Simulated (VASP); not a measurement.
# Mn (Pm-3m) in VASP: further runs

Mn is run at these levels: PBEsol; tasks: single point.

All numbers are computed with VASP 6.6.1; they aren't measurements. Logs are shortened: lines on timing, memory, paths and dates and some standing lists are left out, and cuts for length are marked.

### 1 The cell of the first run

Symmetry: Pm-3m, No. 221, cubic system. Conventional cell: a = 2.316 Å, b = 2.316 Å, c = 2.316 Å, α = 90.00°, β = 90.00°, γ = 90.00°. Within 3.1 Å of Mn (site symmetry m-3m) lie 6 Mn at 2.32 Å.

### 2 Single point, PBEsol, collinear spin, antiferromagnetic start

Input file INCAR:

```
SYSTEM = Mn
PREC     = Accurate       ! precision mode
ENCUT    = 520            ! plane-wave cutoff, eV
EDIFF    = 1E-6           ! SCF threshold, eV
ISMEAR   = -1             ! smearing method
SIGMA    = 0.05           ! smearing width, eV
LREAL    = .False.        ! projectors in reciprocal space
LASPH    = .True.         ! aspherical terms in the spheres
NELM     = 150            ! most SCF steps
ALGO     = Normal         ! electronic algorithm
ISIF     = 2              ! what is computed and relaxed
LWAVE    = .False.        ! write WAVECAR
LCHARG   = .False.        ! write CHGCAR
ISPIN    = 2              ! spin polarisation
MAGMOM   = 3 -3           ! initial moments
LORBIT   = 11             ! projections on sites
LMAXMIX  = 4              ! l up to which the mixer works
GGA      = PS             ! functional
NBANDS   = 24             ! bands
```

Input file KPOINTS:

```
Automatic mesh
0
Gamma
  12 12 12
  0 0 0
```

Input file POSCAR:

```
Mn
1.0
    0.0000000000      2.3161578407      2.3161578407
    2.3161578407      0.0000000000      2.3161578407
    2.3161578407      2.3161578407      0.0000000000
Mn
2
Direct
    0.0000000000      0.0000000000      0.0000000000
    0.5000000000      0.5000000000      0.5000000000
```

Potentials or basis: VASP PAW PBE potentials, release 64 (Mn_pv).

Launch:

```
$ cat potpaw_PBE.64/Mn_pv/POTCAR > POTCAR
$ mpirun -np 1 vasp_std > vasp.out
```

OUTCAR:

```text
SYSTEM = Mn
   PREC = Accurate
   ENCUT = 520
   EDIFF = 1E-6
   ISMEAR = -1
   LREAL = .False.
   LASPH = .True.
   NELM = 150
   ISIF = 2
   ISPIN = 2
   LORBIT = 11
   GGA = PS

 ion  position               nearest neighbor table
   1  0.000  0.000  0.000-   2 2.32   2 2.32   2 2.32   2 2.32   2 2.32   2 2.32
   2  0.500  0.500  0.500-   1 2.32   1 2.32   1 2.32   1 2.32   1 2.32   1 2.32

  LATTYP: Found a face centered cubic cell.
 ALAT       =     4.6323156814

  Lattice vectors:

 A1 = (   0.0000000000,   2.3161578407,   2.3161578407)
 A2 = (   2.3161578407,   0.0000000000,   2.3161578407)
 A3 = (   2.3161578407,   2.3161578407,   0.0000000000)

Analysis of symmetry for initial positions (statically):
=====================================================================
 Subroutine PRICEL returns following result:

  LATTYP: Found a simple cubic cell.
 ALAT       =     2.3161578407

  Lattice vectors:

 A1 = (  -2.3161578407,   0.0000000000,   0.0000000000)
 A2 = (   0.0000000000,   0.0000000000,   2.3161578407)
 A3 = (   0.0000000000,   2.3161578407,   0.0000000000)

   2 primitive cells build up your supercell.

 Routine SETGRP: Setting up the symmetry group for a
 face centered cubic supercell.

 Subroutine GETGRP returns: Found 48 space group operations
 (whereof 48 operations were pure point group operations)
 out of a pool of 48 trial point group operations.

The static configuration has the point symmetry O_h .

Analysis of symmetry for dynamics (positions and initial velocities):
=====================================================================
 Subroutine PRICEL returns following result:

  LATTYP: Found a simple cubic cell.
 ALAT       =     2.3161578407

  Lattice vectors:

 A1 = (  -2.3161578407,   0.0000000000,   0.0000000000)
 A2 = (   0.0000000000,   0.0000000000,   2.3161578407)
 A3 = (   0.0000000000,   2.3161578407,   0.0000000000)

   2 primitive cells build up your supercell.

 Routine SETGRP: Setting up the symmetry group for a
 face centered cubic supercell.

 Subroutine GETGRP returns: Found 48 space group operations
 (whereof 48 operations were pure point group operations)
 out of a pool of 48 trial point group operations.

The dynamic configuration has the point symmetry O_h .

Analysis of structural, dynamic, and magnetic symmetry:
=====================================================================
 Subroutine PRICEL returns following result:

  LATTYP: Found a simple cubic cell.
 ALAT       =     2.3161578407

  Lattice vectors:

 A1 = (  -2.3161578407,   0.0000000000,   0.0000000000)
 A2 = (   0.0000000000,   0.0000000000,   2.3161578407)
 A3 = (   0.0000000000,   2.3161578407,   0.0000000000)

   2 primitive cells build up your supercell.

 Routine SETGRP: Setting up the symmetry group for a
 face centered cubic supercell.

 Subroutine GETGRP returns: Found 48 space group operations
 (whereof 48 operations were pure point group operations)
 out of a pool of 48 trial point group operations.

The overall configuration has the point symmetry O_h .

 Subroutine INISYM returns: Found 48 space group operations
 (whereof 48 operations are pure point group operations),
 and found     2 'primitive' translations

----------------------------------------------------------------------------------------

                                     Primitive cell

  volume of cell :      12.4252

  direct lattice vectors                    reciprocal lattice vectors
    -2.316157841  0.000000000  0.000000000    -0.431749504  0.000000000  0.000000000
     0.000000000  0.000000000  2.316157841     0.000000000  0.000000000  0.431749504
     0.000000000  2.316157841  0.000000000     0.000000000  0.431749504  0.000000000

  length of vectors
     2.316157841  2.316157841  2.316157841     0.431749504  0.431749504  0.431749504

  position of ions in fractional coordinates (direct lattice)
     0.000000000  0.000000000  0.000000000

  ion indices of the primitive-cell ions
   primitive index   ion index
                 1           1

----------------------------------------------------------------------------------------

 KPOINTS: Automatic mesh

Automatic generation of k-mesh.
 Grid dimensions read from file:
 generate k-points for:   12   12   12

 Generating k-lattice:

  Cartesian coordinates                     Fractional coordinates (reciprocal lattice)
    -0.017989563  0.017989563  0.017989563     0.083333333  0.000000000  0.000000000
     0.017989563 -0.017989563  0.017989563     0.000000000  0.083333333  0.000000000
     0.017989563  0.017989563 -0.017989563     0.000000000  0.000000000  0.083333333

  Length of vectors
     0.031158837  0.031158837  0.031158837

  Shift w.r.t. Gamma in fractional coordinates (k-lattice)
     0.000000000  0.000000000  0.000000000

 Subroutine IBZKPT returns following result:
 ===========================================

 Found     72 irreducible k-points:

 Following reciprocal coordinates:
            Coordinates               Weight
  0.000000  0.000000  0.000000      1.000000
  0.083333  0.000000  0.000000      8.000000
  0.166667  0.000000  0.000000      8.000000
  0.250000  0.000000  0.000000      8.000000
  0.333333  0.000000  0.000000      8.000000
  0.416667  0.000000  0.000000      8.000000
[... 16 lines left out ...]
  0.500000  0.166667  0.000000     24.000000
 -0.416667  0.166667  0.000000     24.000000
 [... further k-points ...]
   k-points           NKPTS =     72   k-points in BZ     NKDIM =     72   number of bands    NBANDS=     24
   number of dos      NEDOS =    301   number of ions     NIONS =      2
   total plane-waves  NPLWV =  13824
   dimension x,y,z NGX =    24 NGY =   24 NGZ =   24
   dimension x,y,z NGXF=    48 NGYF=   48 NGZF=   48
   ions per type =               2
   NGX,Y,Z   is equivalent  to a cutoff of  12.18, 12.18, 12.18 a.u.
   NGXF,Y,Z  is equivalent  to a cutoff of  24.36, 24.36, 24.36 a.u.
 SYSTEM =  Mn
   PREC   = accura    normal or accurate (medium, high low for compatibility)
   ISTART =      0    job   : 0-new  1-cont  2-samecut
   ICHARG =      2    charge: 1-file 2-atom 10-const
   ISPIN  =      2    spin polarized calculation?
   LNONCOLLINEAR =      F non collinear calculations
   LSORBIT =      F    spin-orbit coupling
   LASPH  =      T    aspherical Exc in radial PAW
   ENCUT  =  520.0 eV  38.22 Ry    6.18 a.u.   6.09  6.09  6.09*2*pi/ulx,y,z
   NELM   =    150;   NELMIN=  2; NELMDL= -5     # of ELM steps
   EDIFF  = 0.1E-05   stopping-criterion for ELM
   LREAL  =      F    real-space projection
   EDIFFG = 0.1E-04   stopping-criterion for IOM
   NSW    =      0    number of steps for IOM
   IBRION =     -1    ionic relax: 0-MD 1-quasi-New 2-CG
   NFREE  =      0    steps in history (QN), initial steepest desc. (CG)
   ISIF   =      2    stress and relaxation
   ISYM   =      2    0-nonsym 1-usesym 2-fastsym
   POTIM  = 0.5000    time-step for ionic-motion
   TEBEG  =    0.0;   TEEND  =   0.0 temperature during run
   PSTRESS=    0.0 pullay stress
   NELECT =      26.0000    total number of electrons
   NUPDOWN=      -1.0000    fix difference up-down
   EMIN   =  10.00;   EMAX   =-10.00  energy-range for DOS
   EFERMI =   0.00;   METHOD = LEGACY
   ISMEAR =    -1;   SIGMA  =   0.05  broadening in eV -4-tet -1-fermi 0-gaus
   EFERMI_NEDOS =   21; number of points for ismear=-14 and -15
   IALGO  =     38    algorithm
   IMIX   =      4    mixing-type and parameters
     AMIX     =   0.40;   BMIX     =  1.00
     AMIX_MAG =   1.60;   BMIX_MAG =  1.00
  volume/ion in A,a.u.               =      12.43        83.85
  Fermi-wavevector in a.u.,A,eV,Ry     =   1.661962  3.140653 37.580900  2.762118
  Thomas-Fermi vector in A             =   2.748935
   LORBIT       =     11    0 simple, 1 ext, 2 COOP (PROOUT), +10 PAW based schemes
   GGA     = PS    functional components
   LHFCALC =     F    Hartree Fock is set to
   AEXX    =    0.0000 exact exchange contribution
   IVDW    =     0    specifies the selected vdW correction
   LEPSILON=     F    determine dielectric tensor
   LRPA    =     F    only Hartree local field effects (RPA)
 spin polarized calculation
  energy-cutoff  :      520.00
  volume of cell :       24.85
 maximum number of plane-waves:       692
   NGX = 13   NGY = 13   NGZ = 13

 number of electron      26.0000014 magnetization       0.0000000

 number of electron      26.0000014 magnetization      -0.0000000

 Free energy of the ion-electron system (eV)
  ---------------------------------------------------
  ext. energy  EPLUGINS =         0.00000000
  ---------------------------------------------------
  free energy    TOTEN  =       -17.85705299 eV

  energy without entropy =      -17.84529015  energy(sigma->0) =      -17.85117157

 E-fermi :   9.0462     XC(G=0): -13.1742

 val. band max:        9.0330068913   @ k =  -0.3333   0.0833   0.0000
 cond. band min:       9.0465688619   @ k =   0.2500   0.2500   0.0000
 fundamental gap:      0.0135619706
 Fermi energy:         9.0462452754

 spin component 1

 k-point     1 :       0.0000    0.0000    0.0000
  band No.  band energies     occupation
      1     -40.0230      1.00000
      2     -40.0230      1.00000
      3     -40.0230      1.00000
      4     -37.8290      1.00000
      5     -37.8290      1.00000
      6     -37.8290      1.00000
[... 16 lines left out ...]
     23      27.0592      0.00000
     24      27.0592      0.00000
[... 598 lines left out ...]
      2     -40.0183      1.00000
      3     -40.0032      1.00000
      4     -37.8980      1.00000
      5     -37.8744      1.00000
      6     -37.8516      1.00000
[... 16 lines left out ...]
     23      26.6166      0.00000
     24      29.5710      0.00000

 [... further k-points ...]

 spin component 2

 k-point     1 :       0.0000    0.0000    0.0000
  band No.  band energies     occupation
      1     -40.0230      1.00000
      2     -40.0230      1.00000
      3     -40.0230      1.00000
      4     -37.8290      1.00000
      5     -37.8290      1.00000
      6     -37.8290      1.00000
[... 16 lines left out ...]
     23      27.0592      0.00000
     24      27.0592      0.00000
[... 598 lines left out ...]
      2     -40.0183      1.00000
      3     -40.0032      1.00000
      4     -37.8980      1.00000
      5     -37.8744      1.00000
      6     -37.8516      1.00000
[... 16 lines left out ...]
     23      26.6166      0.00000
     24      29.5710      0.00000

 [... further k-points ...]
[... 5 lines left out ...]
  --------------------------------------------------------------------------------------
  -------------------------------------------------------------------------------------
  Total        0.0450167      0.0450167      0.0450167      0.0000000     -0.0000000      0.0000000
  in kB        2.9023519      2.9023519      2.9023519      0.0000000     -0.0000000      0.0000000
  external PRESSURE =       2.9023519 kB  Pullay stress =       0.0000000 kB

 VOLUME and BASIS-vectors are now :
 -----------------------------------------------------------------------------
  energy-cutoff  :      520.00
  volume of cell :       24.85
      direct lattice vectors                 reciprocal lattice vectors
     0.000000000  2.316157841  2.316157841    -0.215874752  0.215874752  0.215874752
     2.316157841  0.000000000  2.316157841     0.215874752 -0.215874752  0.215874752
     2.316157841  2.316157841  0.000000000     0.215874752  0.215874752 -0.215874752

 POSITION                                       TOTAL-FORCE (eV/Angst)
 -----------------------------------------------------------------------------------
      0.00000      0.00000      0.00000         0.000000      0.000000      0.000000
      2.31616      2.31616      2.31616        -0.000000     -0.000000     -0.000000
 -----------------------------------------------------------------------------------
    total drift:                                0.000000     -0.000000      0.000000

  FREE ENERGIE OF THE ION-ELECTRON SYSTEM (eV)
  ---------------------------------------------------
  free  energy   TOTEN  =       -17.8570529945 eV

  energy  without entropy=      -17.8452901518  energy(sigma->0) =      -17.85117157

 total charge

# of ion       s       p       d       tot
------------------------------------------
    1        0.431   6.309   5.197  11.937
    2        0.431   6.309   5.197  11.937
--------------------------------------------------
tot          0.862  12.618  10.394  23.873

 magnetization (x)

# of ion       s       p       d       tot
------------------------------------------
    1        0.030   0.016   1.992   2.039
    2       -0.030  -0.016  -1.992  -2.039
--------------------------------------------------
tot          0.000   0.000   0.000   0.000
```

It took 40 s on 1 thread of Intel Xeon Platinum 8259CL at 2.50GHz (Skylake/Cascade Lake), shared host; peak memory 0.18 GiB.

What came out:

```yaml
Free_energy: -17.8571 eV
Pressure: 0.3 GPa
Band_gap_on_the_k_mesh: zero (filled and empty bands overlap)
Net_moment: 0.00 μB per cell
Site_moments: Mn +2.04, -2.04 μB
Valence_electrons_inside_the_program's_atomic_spheres: Mn 11.94
```

Caveat: the PAW data sets were made with another functional, which shifts forces and pressure a little.

### 3 Single point, PBEsol, collinear spin, antiferromagnetic start (volume scaled by 0.88)

Input file INCAR:

```
SYSTEM = Mn
PREC = Accurate ; ENCUT = 520
EDIFF = 1E-6 ; ISMEAR = -1
SIGMA = 0.05 ; LREAL = .FALSE.
LASPH = .TRUE. ; NELM = 150
ALGO = Normal ; ISIF = 2
LWAVE = .FALSE. ; LCHARG = .FALSE.
ISPIN = 2 ; MAGMOM = 1.918 -1.918
LORBIT = 11 ; LMAXMIX = 4
GGA = PS ; NBANDS = 24
```

Input file KPOINTS:

```
regular mesh
0
G
  13 13 13
  0 0 0
```

Input file POSCAR:

```
Mn
1.0
    0.0000000000      2.2195369341      2.2195369341
    2.2195369341      0.0000000000      2.2195369341
    2.2195369341      2.2195369341      0.0000000000
Mn
2
Direct
    0.0000000000      0.0000000000      0.0000000000
    0.5000000000      0.5000000000      0.5000000000
```

Potentials or basis: VASP PAW PBE potentials, release 64 (Mn_pv).

Launch:

```
$ cat potpaw_PBE.64/Mn_pv/POTCAR > POTCAR
$ mpirun -np 1 vasp_std > vasp.out
```

Wall time 47 s (1 thread of Intel Xeon Platinum 8259CL at 2.50GHz (Skylake/Cascade Lake), shared host); peak memory 0.19 GiB.

Results (log left out):

```
Free energy                                           : -17.6577 eV
Pressure                                              : 23.1 GPa
Band gap on the k mesh                                : zero (filled and empty bands overlap)
Net moment                                            : 0.00 μB per cell
Site moments                                          : Mn +1.47, -1.47 μB
Valence electrons inside the program's atomic spheres : Mn 12.17
```

Levels at points of the mesh, in eV from the Fermi level:
Spin up:
| k point | band 10 | band 11 | band 12 | band 13 | band 14 | band 15 | band 16 | band 17 |
| --- | --- | --- | --- | --- | --- | --- | --- | --- |
| (0.00, 0.00, 0.00) | -4.12 | -4.12 | -4.12 | 1.80 | 1.80 | 1.80 | 3.27 | 3.27 |
Spin down:
| k point | band 9 | band 10 | band 11 | band 12 | band 13 | band 14 | band 15 | band 16 | band 17 | band 18 |
| --- | --- | --- | --- | --- | --- | --- | --- | --- | --- | --- |
| (0.00, 0.00, 0.00) | -4.32 | -4.12 | -4.12 | -4.12 | 1.80 | 1.80 | 1.80 | 3.27 | 3.27 | 11.80 |

Caveat: the PAW data sets were made with another functional, which shifts forces and pressure a little.

### 4 Single point, PBEsol, collinear spin, antiferromagnetic start (volume scaled by 0.92)

Input file INCAR:

```
SYSTEM = Mn
  PREC = Accurate
  ENCUT = 520
  EDIFF = 1E-7
  ISMEAR = -1
  SIGMA = 0.05
  LREAL = .FALSE.
  LASPH = .TRUE.
  NELM = 150
  ALGO = Normal
  ISIF = 2
  LWAVE = .FALSE.
  LCHARG = .TRUE.
  ISPIN = 2
  MAGMOM = 1.918 -1.918
  LORBIT = 11
  LMAXMIX = 4
  GGA = PS
  LELF = .TRUE.
  LVHAR = .TRUE.
  NBANDS = 24
```

Input file KPOINTS:

```
Automatic mesh
0
G
  13 13 13
  0 0 0
```

Input file POSCAR:

```
Mn
1.0
    0.0000000000      2.2526692357      2.2526692357
    2.2526692357      0.0000000000      2.2526692357
    2.2526692357      2.2526692357      0.0000000000
Mn
2
Direct
    0.0000000000      0.0000000000      0.0000000000
    0.5000000000      0.5000000000      0.5000000000
```

Launch:

```
$ cat potpaw_PBE.64/Mn_pv/POTCAR > POTCAR
$ mpirun -np 1 vasp_std > vasp.out
```

It took 54 s on 1 thread of Intel Xeon Platinum 8259CL at 2.50GHz (Skylake/Cascade Lake), shared host; peak memory 0.19 GiB.

The run converged. Its results:

```yaml
Free_energy: -17.7704 eV
Pressure: 13.5 GPa
Band_gap_on_the_k_mesh: zero (filled and empty bands overlap)
Net_moment: 0.00 μB per cell
Site_moments: Mn +1.68, -1.68 μB
Valence_electrons_inside_the_program's_atomic_spheres: Mn 12.09
```

Levels at points of the mesh, in eV from the Fermi level:
Spin up:
```csv
k point,band 9,band 10,band 11,band 12,band 13,band 14,band 15,band 16,band 17,band 18
"(0.00, 0.00, 0.00)",-4.11,-3.91,-3.91,-3.91,1.73,1.73,1.73,3.08,3.08,11.74
```
Spin down:
```tsv
k point	band 9	band 10	band 11	band 12	band 13	band 14	band 15	band 16	band 17	band 18
(0.00, 0.00, 0.00)	-4.11	-3.91	-3.91	-3.91	1.73	1.73	1.73	3.08	3.08	11.74
```

Caveat: the PAW data sets were made with another functional, which shifts forces and pressure a little.

### 5 Overview

```tsv
cell	k mesh	gap on the mesh (eV)	pressure (GPa)	moment (μB)
a = 3.276 Å, angles 60.0°, 2 atoms	12 × 12 × 12	none	0.3	0.00
a = 3.139 Å, angles 60.0°, 2 atoms	13 × 13 × 13	none	23.1	0.00
a = 3.186 Å, angles 60.0°, 2 atoms	13 × 13 × 13	none	13.5	0.00
```

Alike in all rows: task single point; level PBEsol; potentials or basis VASP PAW PBE potentials, release 64 (Mn_pv); spin collinear, antiferromagnetic start; cutoff (eV) 520; smearing fermi-dirac 0.05 eV.

Caveats: the PAW data sets were made with another functional, which shifts forces and pressure a little.

Total energies depend on the potentials used, so only differences within one code and one set of settings carry meaning.
